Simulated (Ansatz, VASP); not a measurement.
**One calculation of TiPbO3, two programs**

```xyz
5
Lattice="3.9639 0.0000 0.0000 0.0000 3.9639 0.0000 0.0000 0.0000 3.9639" Properties=species:S:1:pos:R:3 pbc="T T T"
Ti    1.9820    1.9820    1.9820
Pb    0.0000    0.0000    0.0000
O     0.0000    1.9820    1.9820
O     1.9820    0.0000    1.9820
O     1.9820    1.9820    0.0000
```

Alike in both runs: task single point; functional pbe exchange, lda correlation; k mesh 4 × 4 × 4; no spin polarisation.

|  | VASP | Ansatz |
| --- | --- | --- |
| version | VASP 6.6.1 | Ansatz 0.2.0 |
| potentials or method | VASP PAW PBE potentials, release 64 (Ti_sv, Pb_d, O), cutoff 600 eV | plane waves, PAW |
| occupations | gaussian, width 0.01 eV | fixed |
| valence electrons in the cell | 44 | 44 |

Ansatz gave:

```
pressure (GPa) : 10.1
```

Problem. Which values does VASP return?

Solution. Pressure (GPa): 10.3.

VASP's potentials were made for PBE, not for pbe exchange, lda correlation. Ansatz's warnings: stress scf threshold loose.

Spin-orbit coupling is off throughout.
